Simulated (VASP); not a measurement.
# Mg (P6_3/mmc) in VASP: a series of runs, part 2 of 2

VASP 6.6.1.

## Step 5: Single point, r2SCAN (biaxial strain in the a-b plane: +3.0 %)

POSCAR reads:

```
Mg
1.0
    3.2860925357      0.0000000000      0.0000000000
   -1.6430462679      2.8458396151      0.0000000000
    0.0000000000      0.0000000000     10.0809902104
Mg
4
Direct
    0.0000000000      0.0000000000      0.0000000000
    0.3333333333      0.6666666667      0.2500000000
    0.0000000000      0.0000000000      0.5000000000
    0.6666666667      0.3333333333      0.7500000000
```

INCAR.step1 reads:

```
SYSTEM = Mg
  PREC = Accurate
  ENCUT = 520
  ISMEAR = 0
  SIGMA = 0.1
  LREAL = .False.
  LASPH = .True.
  NELM = 80
  NBANDS = 12
  GGA = PE
  ALGO = Normal
  EDIFF = 1E-4
  LWAVE = .True.
  LCHARG = .False.
```

INCAR.step2 reads:

```
SYSTEM = Mg
  PREC = Accurate
  ENCUT = 520
  EDIFF = 1E-6
  ISMEAR = 0
  SIGMA = 0.1
  LREAL = .False.
  LASPH = .True.
  NELM = 80
  ALGO = Normal
  ISIF = 2
  LWAVE = .False.
  LCHARG = .True.
  METAGGA = R2SCAN
  LMIXTAU = .True.
  LELF = .True.
  LVHAR = .True.
  NBANDS = 12
  ISTART = 1
```

KPOINTS reads:

```
regular mesh
0
Gamma
  18 18 6
  0 0 0
```

Potentials or basis: VASP PAW PBE potentials, release 64 (Mg).

Command:

```
> cat potpaw_PBE.64/Mg/POTCAR > POTCAR
> cp INCAR.step1 INCAR
> mpirun -np 1 vasp_std > vasp.out
> cp INCAR.step2 INCAR
> mpirun -np 1 vasp_std > vasp.out
```

OUTCAR:

```text
SYSTEM = Mg
   PREC = Accurate
   ENCUT = 520
   EDIFF = 1E-6
   ISMEAR = 0
   LREAL = .False.
   LASPH = .True.
   NELM = 80
   ISIF = 2
   METAGGA = R2SCAN
   ISTART = 1

 ion  position               nearest neighbor table
   1  0.000  0.000  0.000-   2 3.15   4 3.15   4 3.15   2 3.15   4 3.15   2 3.15
   2  0.333  0.667  0.250-   1 3.15   3 3.15   1 3.15   3 3.15   1 3.15   3 3.15
   3  0.000  0.000  0.500-   2 3.15   4 3.15   4 3.15   2 3.15   4 3.15   2 3.15
   4  0.667  0.333  0.750-   1 3.15   3 3.15   1 3.15   3 3.15   1 3.15   3 3.15

  LATTYP: Found a hexagonal cell.
 ALAT       =     3.2860925357
 C/A-ratio  =     3.0677742945

  Lattice vectors:

 A1 = (   3.2860925357,   0.0000000000,   0.0000000000)
 A2 = (  -1.6430462679,   2.8458396151,   0.0000000000)
 A3 = (   0.0000000000,   0.0000000000,  10.0809902104)

Analysis of symmetry for initial positions (statically):
=====================================================================
 Subroutine PRICEL returns:
 Original cell was already a primitive cell.

 Routine SETGRP: Setting up the symmetry group for a
 hexagonal supercell.

 Subroutine GETGRP returns: Found 24 space group operations
 (whereof 12 operations were pure point group operations)
 out of a pool of 24 trial point group operations.

The static configuration has the point symmetry D_3d.
 The point group associated with its full space group is D_6h.

Analysis of symmetry for dynamics (positions and initial velocities):
=====================================================================
 Subroutine PRICEL returns:
 Original cell was already a primitive cell.

 Routine SETGRP: Setting up the symmetry group for a
 hexagonal supercell.

 Subroutine GETGRP returns: Found 24 space group operations
 (whereof 12 operations were pure point group operations)
 out of a pool of 24 trial point group operations.

The dynamic configuration has the point symmetry D_3d.
 The point group associated with its full space group is D_6h.

 Subroutine INISYM returns: Found 24 space group operations
 (whereof 12 operations are pure point group operations),
 and found     1 'primitive' translations

----------------------------------------------------------------------------------------

                                     Primitive cell

  volume of cell :      94.2743

  direct lattice vectors                    reciprocal lattice vectors
     3.286092536  0.000000000  0.000000000     0.304312794  0.175695073  0.000000000
    -1.643046268  2.845839615  0.000000000     0.000000000  0.351390147  0.000000000
     0.000000000  0.000000000 10.080990210     0.000000000  0.000000000  0.099196605

  length of vectors
     3.286092536  3.286092536 10.080990210     0.351390147  0.351390147  0.099196605

  position of ions in fractional coordinates (direct lattice)
     0.000000000  0.000000000  0.000000000
     0.333333333  0.666666667  0.250000000
     0.000000000  0.000000000  0.500000000
     0.666666667  0.333333333  0.750000000

  ion indices of the primitive-cell ions
   primitive index   ion index
                 1           1
                 2           2
                 3           3
                 4           4

----------------------------------------------------------------------------------------

 KPOINTS: regular mesh

Automatic generation of k-mesh.
[... 52 lines left out ...]
   dimension x,y,z NGXF=    48 NGYF=   48 NGZF=  160
   ions per type =               4
   NGX,Y,Z   is equivalent  to a cutoff of  12.14, 12.14, 13.19 a.u.
   NGXF,Y,Z  is equivalent  to a cutoff of  24.28, 24.28, 26.39 a.u.
 SYSTEM =  Mg
   PREC   = accura    normal or accurate (medium, high low for compatibility)
   ISTART =      1    job   : 0-new  1-cont  2-samecut
   ICHARG =      0    charge: 1-file 2-atom 10-const
   ISPIN  =      1    spin polarized calculation?
   LNONCOLLINEAR =      F non collinear calculations
   LSORBIT =      F    spin-orbit coupling
   LASPH  =      T    aspherical Exc in radial PAW
   ENCUT  =  520.0 eV  38.22 Ry    6.18 a.u.   6.11  6.11 18.74*2*pi/ulx,y,z
   NELM   =     80;   NELMIN=  2; NELMDL=  0     # of ELM steps
   EDIFF  = 0.1E-05   stopping-criterion for ELM
   LREAL  =      F    real-space projection
   EDIFFG = 0.1E-04   stopping-criterion for IOM
   NSW    =      0    number of steps for IOM
   IBRION =     -1    ionic relax: 0-MD 1-quasi-New 2-CG
   NFREE  =      0    steps in history (QN), initial steepest desc. (CG)
   ISIF   =      2    stress and relaxation
   ISYM   =      2    0-nonsym 1-usesym 2-fastsym
   POTIM  = 0.5000    time-step for ionic-motion
   TEBEG  =    0.0;   TEEND  =   0.0 temperature during run
   PSTRESS=    0.0 pullay stress
   NELECT =       8.0000    total number of electrons
   NUPDOWN=      -1.0000    fix difference up-down
   EMIN   =  10.00;   EMAX   =-10.00  energy-range for DOS
   EFERMI =   0.00;   METHOD = LEGACY
   ISMEAR =     0;   SIGMA  =   0.10  broadening in eV -4-tet -1-fermi 0-gaus
   EFERMI_NEDOS =   21; number of points for ismear=-14 and -15
   IALGO  =     38    algorithm
   IMIX   =      4    mixing-type and parameters
     AMIX     =   0.40;   BMIX     =  1.00
     AMIX_MAG =   1.60;   BMIX_MAG =  1.00
  volume/ion in A,a.u.               =      23.57       159.05
  Fermi-wavevector in a.u.,A,eV,Ry     =   0.719405  1.359479  7.041615  0.517544
  Thomas-Fermi vector in A             =   1.808593
   LORBIT       =      0    0 simple, 1 ext, 2 COOP (PROOUT), +10 PAW based schemes
   METAGGA = R2SCAN    functional components
   LHFCALC =     F    Hartree Fock is set to
   AEXX    =    0.0000 exact exchange contribution
   IVDW    =     0    specifies the selected vdW correction
   LEPSILON=     F    determine dielectric tensor
   LRPA    =     F    only Hartree local field effects (RPA)
 non-spin polarized calculation
 Gauss-broadening in eV      SIGMA  =   0.10
  energy-cutoff  :      520.00
  volume of cell :       94.27
 maximum number of plane-waves:      2563
   NGX = 13   NGY = 13   NGZ = 37

 number of electron       8.0000000 magnetization

 Free energy of the ion-electron system (eV)
  ---------------------------------------------------
  ext. energy  EPLUGINS =         0.00000000
  ---------------------------------------------------
  free energy    TOTEN  =       -16.51115040 eV

  energy without entropy =      -16.50436978  energy(sigma->0) =      -16.50776009

 E-fermi :   2.5241     XC(G=0):  -8.9555

 val. band max:        2.5176265140   @ k =   0.3333   0.1111   0.0000
 cond. band min:       2.5315424651   @ k =   0.3889   0.1111   0.1667
 fundamental gap:      0.0139159510
 Fermi energy:         2.5241064943

 k-point     1 :       0.0000    0.0000    0.0000
  band No.  band energies     occupation
      1      -4.7649      2.00000
      2      -3.1946      2.00000
      3      -3.1945      2.00000
      4       0.9853      2.00000
      5       1.8629      2.00000
      6       8.7333      0.00000
      7       8.7536      0.00000
      8      13.4080      0.00000
      9      13.4080      0.00000
     10      13.4309      0.00000
     11      13.4309      0.00000
     12      14.2635      0.00000
[... 331 lines left out ...]
 k-point    24 :       0.3889    0.1111    0.0000
  band No.  band energies     occupation
      1      -0.7369      2.00000
      2       0.7254      2.00000
      3       0.7408      2.00000
      4       1.3771      2.00000
      5       2.9196      0.00000
      6       2.9405      0.00000
      7       4.7949      0.00000
      8       5.5944      0.00000
      9       6.6383      0.00000
     10       6.8203      0.00000
     11       8.1323      0.00000
     12       8.1463      0.00000

 [... further k-points ...]

------------------------ aborting loop because EDIFF is reached ----------------------------------------

  FORCE on cell =-STRESS in cart. coord.  units (eV):
  Direction    XX          YY          ZZ          XY          YZ          ZX
  --------------------------------------------------------------------------------------
  -------------------------------------------------------------------------------------
  Total       -1.4824458     -1.4824458      0.1641126      0.0000000     -0.0000000     -0.0000000
  in kB      -25.1939350    -25.1939350      2.7890684      0.0000000     -0.0000000     -0.0000000
  external PRESSURE =     -15.8662672 kB  Pullay stress =       0.0000000 kB

 VOLUME and BASIS-vectors are now :
 -----------------------------------------------------------------------------
  energy-cutoff  :      520.00
  volume of cell :       94.27
      direct lattice vectors                 reciprocal lattice vectors
     3.286092536  0.000000000  0.000000000     0.304312794  0.175695073  0.000000000
    -1.643046268  2.845839615  0.000000000     0.000000000  0.351390147  0.000000000
     0.000000000  0.000000000 10.080990210     0.000000000  0.000000000  0.099196605

 POSITION                                       TOTAL-FORCE (eV/Angst)
 -----------------------------------------------------------------------------------
      0.00000      0.00000      0.00000         0.000000      0.000000      0.000000
     -0.00000      1.89723      2.52025         0.000000     -0.000000     -0.000000
      0.00000      0.00000      5.04050         0.000000      0.000000      0.000000
      1.64305      0.94861      7.56074        -0.000000      0.000000     -0.000000
 -----------------------------------------------------------------------------------
    total drift:                               -0.000000      0.000000      0.000000

  FREE ENERGIE OF THE ION-ELECTRON SYSTEM (eV)
  ---------------------------------------------------
  free  energy   TOTEN  =       -16.5111503968 eV

  energy  without entropy=      -16.5043697800  energy(sigma->0) =      -16.50776009
```

Wall time 8.7 min (1 thread of Intel Xeon 8259CL, shared host); peak memory 0.31 GiB.

What came out:

```yaml
Free_energy: -16.5112 eV
Pressure: -1.6 GPa
Band_gap_on_the_k_mesh: zero (bands 4 and 5 overlap by 1.82 eV)
```

Caveat: the cell differs from its parent crystal (biaxial strain in the a-b plane: +3.0 %); the PAW data sets were made with another functional, which shifts forces and pressure a little.

## Step 6: Summary

```tsv
cell	gap on the mesh (eV)	pressure (GPa)
a = 3.190, b = 3.190, c = 10.266 Å, angles 90.0, 90.0, 120.0°, 4 atoms	none	-0.3
a = 3.238, b = 3.238, c = 10.173 Å, angles 90.0, 90.0, 120.0°, 4 atoms	none	-1.0
a = 3.238, b = 3.238, c = 10.241 Å, angles 90.0, 90.0, 120.0°, 4 atoms	none	-1.2
a = 3.286, b = 3.286, c = 10.081 Å, angles 90.0, 90.0, 120.0°, 4 atoms	none	-1.6
```

Alike in all rows: task single point; level r2SCAN; potentials or basis VASP PAW PBE potentials, release 64 (Mg); no spin polarisation; k mesh 18 × 18 × 6; cutoff (eV) 520; smearing gaussian 0.1 eV.

Caveats: the PAW data sets were made with another functional, which shifts forces and pressure a little.

Total energies depend on the potentials used, so only differences within one code and one set of settings carry meaning.
